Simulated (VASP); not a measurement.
# NaH (Pm-3m) in VASP: single point with PBE0

Aim: the single point of NaH with PBE0.

All numbers are computed with VASP 6.6.1; they aren't measurements. Logs are shortened: lines on timing, memory, paths and dates and some standing lists are left out, and cuts for length are marked.

### 1 The cell of the first run

Symmetry: Pm-3m, No. 221, cubic system. The conventional cell has a = 2.955 Å, b = 2.955 Å, c = 2.955 Å, α = 90.00°, β = 90.00°, γ = 90.00°. Within 3.4 Å of Na (site symmetry m-3m) lie 8 H at 2.56 Å and 6 Na at 2.96 Å. H (site symmetry m-3m) has 8 Na at 2.56 Å and 6 H at 2.96 Å within 3.4 Å.

### 2 Single point, PBE0

Contents of POSCAR:

```
NaH
1.0
    2.9551240000      0.0000000000      0.0000000000
    0.0000000000      2.9551240000      0.0000000000
    0.0000000000      0.0000000000      2.9551240000
Na H
1 1
Direct
    0.0000000000      0.0000000000      0.0000000000
    0.5000000000      0.5000000000      0.5000000000
```

Contents of INCAR.step1:

```
ALGO = Normal
EDIFF = 1E-5
ENCUT = 400
GGA = PE
GGA_COMPAT = False
ISIF = 2
ISMEAR = 0
LASPH = True
LREAL = False
LWAVE = True
NBANDS = 11
NELM = 120
PREC = Accurate
SIGMA = 0.01
```

Contents of INCAR.step2:

```
AEXX = 0.25
ALGO = Normal
EDIFF = 1E-6
ENCUT = 400
GGA = PE
GGA_COMPAT = False
ISIF = 2
ISMEAR = 0
ISTART = 1
LASPH = True
LCHARG = True
LELF = True
LHFCALC = True
LREAL = False
LVHAR = True
LWAVE = False
NBANDS = 11
NELM = 120
PREC = Accurate
PRECFOCK = Normal
SIGMA = 0.01
```

Contents of KPOINTS:

```
k-points
0
Gamma
  2 2 2
```

Potentials or basis: VASP PAW PBE potentials, release 64 (Na_pv, H).

Launch:

```console
cat potpaw_PBE.64/Na_pv/POTCAR potpaw_PBE.64/H/POTCAR > POTCAR
cp INCAR.step1 INCAR
mpirun -np 1 vasp_std > vasp.out
cp INCAR.step2 INCAR
mpirun -np 1 vasp_std > vasp.out
```

OUTCAR:

```text
AEXX = 0.25
   EDIFF = 1E-6
   ENCUT = 400
   GGA = PE
   ISIF = 2
   ISMEAR = 0
   ISTART = 1
   LASPH = True
   LHFCALC = True
   LREAL = False
   NELM = 120
   PREC = Accurate
   PRECFOCK = Normal

 ion  position               nearest neighbor table
   1  0.000  0.000  0.000-
   2  0.500  0.500  0.500-

  LATTYP: Found a simple cubic cell.
 ALAT       =     2.9551240000

  Lattice vectors:

 A1 = (   2.9551240000,   0.0000000000,   0.0000000000)
 A2 = (   0.0000000000,   2.9551240000,   0.0000000000)
 A3 = (   0.0000000000,   0.0000000000,   2.9551240000)

Analysis of symmetry for initial positions (statically):
=====================================================================
 Subroutine PRICEL returns:
 Original cell was already a primitive cell.

 Routine SETGRP: Setting up the symmetry group for a
 simple cubic supercell.

 Subroutine GETGRP returns: Found 48 space group operations
 (whereof 48 operations were pure point group operations)
 out of a pool of 48 trial point group operations.

The static configuration has the point symmetry O_h .

Analysis of symmetry for dynamics (positions and initial velocities):
=====================================================================
 Subroutine PRICEL returns:
 Original cell was already a primitive cell.

 Routine SETGRP: Setting up the symmetry group for a
 simple cubic supercell.

 Subroutine GETGRP returns: Found 48 space group operations
 (whereof 48 operations were pure point group operations)
 out of a pool of 48 trial point group operations.

The dynamic configuration has the point symmetry O_h .

 Subroutine INISYM returns: Found 48 space group operations
 (whereof 48 operations are pure point group operations),
 and found     1 'primitive' translations

----------------------------------------------------------------------------------------

                                     Primitive cell

  volume of cell :      25.8064

  direct lattice vectors                    reciprocal lattice vectors
     2.955124000  0.000000000  0.000000000     0.338395275  0.000000000  0.000000000
     0.000000000  2.955124000  0.000000000     0.000000000  0.338395275  0.000000000
     0.000000000  0.000000000  2.955124000     0.000000000  0.000000000  0.338395275

  length of vectors
     2.955124000  2.955124000  2.955124000     0.338395275  0.338395275  0.338395275

  position of ions in fractional coordinates (direct lattice)
     0.000000000  0.000000000  0.000000000
     0.500000000  0.500000000  0.500000000

  ion indices of the primitive-cell ions
   primitive index   ion index
                 1           1
                 2           2

----------------------------------------------------------------------------------------

 KPOINTS: k-points

Automatic generation of k-mesh.
 Grid dimensions read from file:
 generate k-points for:    2    2    2

 Generating k-lattice:

  Cartesian coordinates                     Fractional coordinates (reciprocal lattice)
     0.169197638  0.000000000  0.000000000     0.500000000  0.000000000  0.000000000
     0.000000000  0.169197638  0.000000000     0.000000000  0.500000000  0.000000000
     0.000000000  0.000000000  0.169197638     0.000000000  0.000000000  0.500000000

  Length of vectors
     0.169197638  0.169197638  0.169197638

  Shift w.r.t. Gamma in fractional coordinates (k-lattice)
     0.000000000  0.000000000  0.000000000

 Subroutine IBZKPT returns following result:
 ===========================================

 Found      4 irreducible k-points:

 Following reciprocal coordinates:
            Coordinates               Weight
  0.000000  0.000000  0.000000      1.000000
  0.500000  0.000000  0.000000      3.000000
  0.500000  0.500000  0.000000      3.000000
  0.500000  0.500000  0.500000      1.000000
   k-points           NKPTS =      4   k-points in BZ     NKDIM =      8   number of bands    NBANDS=     11
   number of dos      NEDOS =    301   number of ions     NIONS =      2
   total plane-waves  NPLWV =   8000
   dimension x,y,z NGX =    20 NGY =   20 NGZ =   20
   dimension x,y,z NGXF=    40 NGYF=   40 NGZF=   40
   ions per type =               1   1
   NGX,Y,Z   is equivalent  to a cutoff of  11.25, 11.25, 11.25 a.u.
   NGXF,Y,Z  is equivalent  to a cutoff of  22.50, 22.50, 22.50 a.u.
 SYSTEM =  unknown system
   PREC   = accura    normal or accurate (medium, high low for compatibility)
   ISTART =      1    job   : 0-new  1-cont  2-samecut
   ICHARG =      0    charge: 1-file 2-atom 10-const
   ISPIN  =      1    spin polarized calculation?
   LNONCOLLINEAR =      F non collinear calculations
   LSORBIT =      F    spin-orbit coupling
   LASPH  =      T    aspherical Exc in radial PAW
   ENCUT  =  400.0 eV  29.40 Ry    5.42 a.u.   4.82  4.82  4.82*2*pi/ulx,y,z
   NELM   =    120;   NELMIN=  2; NELMDL=  0     # of ELM steps
   EDIFF  = 0.1E-05   stopping-criterion for ELM
   LREAL  =      F    real-space projection
   EDIFFG = 0.1E-04   stopping-criterion for IOM
   NSW    =      0    number of steps for IOM
   IBRION =     -1    ionic relax: 0-MD 1-quasi-New 2-CG
   NFREE  =      0    steps in history (QN), initial steepest desc. (CG)
   ISIF   =      2    stress and relaxation
   ISYM   =      3    0-nonsym 1-usesym 2-fastsym
   POTIM  = 0.5000    time-step for ionic-motion
   TEBEG  =    0.0;   TEEND  =   0.0 temperature during run
   PSTRESS=    0.0 pullay stress
   NELECT =       8.0000    total number of electrons
   NUPDOWN=      -1.0000    fix difference up-down
   EMIN   =  10.00;   EMAX   =-10.00  energy-range for DOS
   EFERMI =   0.00;   METHOD = LEGACY
   ISMEAR =     0;   SIGMA  =   0.01  broadening in eV -4-tet -1-fermi 0-gaus
   EFERMI_NEDOS =   21; number of points for ismear=-14 and -15
   IALGO  =     38    algorithm
   IMIX   =      1    mixing-type and parameters
     AMIX     =   0.40;   BMIX     =  1.00
     AMIX_MAG =   1.60;   BMIX_MAG =  1.00
  volume/ion in A,a.u.               =      12.90        87.08
  Fermi-wavevector in a.u.,A,eV,Ry     =   1.107973  2.093765 16.702564  1.227604
  Thomas-Fermi vector in A             =   2.244494
   LORBIT       =      0    0 simple, 1 ext, 2 COOP (PROOUT), +10 PAW based schemes
   GGA     = PE    functional components
   LHFCALC =     T    Hartree Fock is set to
   PRECFOCK=normal    Normal, Fast or Accurate (Low or Medium for compatibility)
   ENCUT4O =  -1.0   cutoff for four orbital integrals eV
   NKREDX  =     1    reduce k-point grid by
   NKREDY  =     1    reduce k-point grid by
   NKREDZ  =     1    reduce k-point grid by
   AEXX    =    0.2500 exact exchange contribution
   HFSCREEN=    0.0000 screening length (either q_TF or 0.3 A-1)
   HFSCREENC=   0.0000 screening length for correlation (either q_TF or 0.3 A-1)
   ENCUTFOCK=  -1.0 apply spherical cutoff to Coloumb kernel
   IVDW    =     0    specifies the selected vdW correction
   LEPSILON=     F    determine dielectric tensor
   LRPA    =     F    only Hartree local field effects (RPA)
 non-spin polarized calculation
 Gauss-broadening in eV      SIGMA  =   0.01
  energy-cutoff  :      400.00
  volume of cell :       25.81
 maximum number of plane-waves:       480
 NGX is ok and might be reduce to    20
  NGX = 16; NGY = 16; NGZ = 16

 number of electron       7.9999979 magnetization

 Free energy of the ion-electron system (eV)
  ---------------------------------------------------
  ext. energy  EPLUGINS =         0.00000000
  ---------------------------------------------------
  free energy    TOTEN  =        -5.29390077 eV

  energy without entropy =       -5.29390077  energy(sigma->0) =       -5.29390077

 E-fermi :   0.6813     XC(G=0):  -6.3327

 val. band max:        0.5124257784   @ k =   0.5000   0.5000   0.5000
 cond. band min:       3.2541778525   @ k =   0.5000   0.0000   0.0000
 fundamental gap:      2.7417520741
 Fermi energy:         0.6812742010

 k-point     1 :       0.0000    0.0000    0.0000
  band No.  band energies     occupation
      1     -27.0194      2.00000
      2     -27.0194      2.00000
      3     -27.0194      2.00000
      4      -5.8179      2.00000
      5      11.5270      0.00000
      6      13.3680      0.00000
      7      13.3680      0.00000
      8      15.0108      0.00000
      9      15.0108      0.00000
     10      15.0108      0.00000
     11      28.4449      0.00000

 k-point     2 :       0.5000    0.0000    0.0000
  band No.  band energies     occupation
      1     -27.1844      2.00000
      2     -27.0049      2.00000
      3     -27.0049      2.00000
      4      -3.1895      2.00000
      5       3.2542      0.00000
      6      13.7063      0.00000
      7      16.6229      0.00000
      8      17.1164      0.00000
      9      17.1164      0.00000
     10      19.0475      0.00000
     11      20.4242      0.00000

 k-point     3 :       0.5000    0.5000    0.0000
  band No.  band energies     occupation
      1     -27.1543      2.00000
      2     -27.1543      2.00000
      3     -26.9917      2.00000
      4      -1.3796      2.00000
      5       6.5611      0.00000
      6       6.5611      0.00000
      7       9.1833      0.00000
      8      17.5610      0.00000
      9      21.1838      0.00000
     10      21.1838      0.00000
     11      21.7732      0.00000

 k-point     4 :       0.5000    0.5000    0.5000
  band No.  band energies     occupation
      1     -27.1325      2.00000
      2     -27.1325      2.00000
      3     -27.1325      2.00000
      4       0.5124      2.00000
      5       9.2836      0.00000
      6       9.2836      0.00000
      7       9.2836      0.00000
      8      11.5164      0.00000
      9      11.5164      0.00000
     10      11.5164      0.00000
     11      18.5471      0.00000

------------------------ aborting loop because EDIFF is reached ----------------------------------------

  FORCE on cell =-STRESS in cart. coord.  units (eV):
  Direction    XX          YY          ZZ          XY          YZ          ZX
  --------------------------------------------------------------------------------------
  -------------------------------------------------------------------------------------
  Total        0.3184037      0.3184037      0.3184037     -0.0000000     -0.0000000      0.0000000
  in kB       19.7679437     19.7679437     19.7679437     -0.0000000     -0.0000000      0.0000000
  external PRESSURE =      19.7679437 kB  Pullay stress =       0.0000000 kB

 VOLUME and BASIS-vectors are now :
 -----------------------------------------------------------------------------
  energy-cutoff  :      400.00
  volume of cell :       25.81
      direct lattice vectors                 reciprocal lattice vectors
     2.955124000  0.000000000  0.000000000     0.338395275  0.000000000  0.000000000
     0.000000000  2.955124000  0.000000000     0.000000000  0.338395275  0.000000000
     0.000000000  0.000000000  2.955124000     0.000000000  0.000000000  0.338395275

 POSITION                                       TOTAL-FORCE (eV/Angst)
 -----------------------------------------------------------------------------------
      0.00000      0.00000      0.00000         0.000000      0.000000      0.000000
      1.47756      1.47756      1.47756         0.000000      0.000000      0.000000
 -----------------------------------------------------------------------------------
    total drift:                               -0.000000     -0.000000      0.000000

  FREE ENERGIE OF THE ION-ELECTRON SYSTEM (eV)
  ---------------------------------------------------
  free  energy   TOTEN  =        -5.2939007652 eV

  energy  without entropy=       -5.2939007652  energy(sigma->0) =       -5.29390077
```

Run time: 4.5 s. Hardware: 1 thread of Intel Xeon 6975P-C (Granite Rapids), shared host; peak memory 0.12 GiB.

Results:

```
Free energy            : -5.2939 eV
Pressure               : 2.0 GPa
Band gap on the k mesh : 2.74 eV (least direct gap 6.44 eV)
```

Levels at points of the mesh, in eV from the valence-band top:
```tsv
k point	band 2	band 3	band 4	band 5	band 6	band 7
(0.00, 0.00, 0.00)	-27.53	-27.53	-6.33	11.01	12.86	12.86
(0.50, 0.00, 0.00)	-27.52	-27.52	-3.70	2.74	13.19	16.11
(0.50, 0.50, 0.00)	-27.67	-27.50	-1.89	6.05	6.05	8.67
(0.50, 0.50, 0.50)	-27.64	-27.64	0.00	8.77	8.77	8.77
```

Caveat: the k points lie up to 1.06 Å⁻¹ apart; the PAW data sets were made with another functional, which shifts forces and pressure a little. A k mesh can miss the band edges.
